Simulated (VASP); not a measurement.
Write the native input for VASP 6.6.1 that does the following.

| Property | Result |
| --- | --- |
| Task | single point |
| Functional | PBE |
| Potentials or basis | VASP PAW PBE potentials, release 64 (Bi_d, Te) |
| Cutoff | 520 eV |
| k mesh | 11 × 11 × 2 |
| Occupations | fermi-dirac, width 0.05 eV |
| Spin | no spin polarisation |
| Dipole correction | no |
| Further INCAR settings | ALGO = Normal; EDIFF = 1e-06; NBANDS = 75 |

The structure of BiTe lies in POSCAR:

```
BiTe
1.0
    4.4219981227      0.0000000000      0.0000000000
   -2.2109990613      3.8295627097      0.0000000000
    0.0000000000      0.0000000000     23.3285000000
Bi Te
6 6
Direct
    0.0000000000      0.0000000000      0.1237252474
    0.0000000000      0.0000000000      0.8762747526
    0.3333333333      0.6666666667      0.2922914250
    0.6666666667      0.3333333333      0.7077085750
    0.6666666667      0.3333333333      0.4642208906
    0.3333333333      0.6666666667      0.5357791094
    0.3333333333      0.6666666667      0.0512432022
    0.6666666667      0.3333333333      0.9487567978
    0.6666666667      0.3333333333      0.2085417580
    0.3333333333      0.6666666667      0.7914582420
    0.0000000000      0.0000000000      0.3656716853
    0.0000000000      0.0000000000      0.6343283147
```

This cell differs from its parent crystal: z stretched by -3 %, then relaxed in part.

These files were run (other wordings do the same):

INCAR

```
PREC = Accurate
ENCUT = 520
EDIFF = 1E-6
ISMEAR = -1
SIGMA = 0.05
LREAL = F
LASPH = T
NELM = 80
ALGO = Normal
ISIF = 2
LWAVE = F
LCHARG = F
GGA = PE
NBANDS = 75
KPAR = 4
```

KPOINTS

```
regular mesh
0
Gamma
  11 11 2
```

Potentials or basis: VASP PAW PBE potentials, release 64 (Bi_d, Te).

The run is started by

```sh
$ cat potpaw_PBE.64/Bi_d/POTCAR potpaw_PBE.64/Te/POTCAR > POTCAR
$ mpirun -np 4 vasp_std > vasp.out
```

It gave:

```
Pressure               : 3.4 GPa
Largest force          : 0.026 eV/Å
Band gap on the k mesh : 0.18 eV (least direct gap 0.25 eV)
```

Caveat: the cell differs from its parent crystal (z stretched by -3 %, then relaxed in part); the cell stands under pressure; spin-orbit coupling is left out, which moves the levels of the heavy elements.

Run time: 6.9 min on 4 MPI ranks on Intel(R) Xeon(R) Platinum 8488C (Sapphire Rapids), with other jobs on the host, peak memory 0.96 GiB a rank.
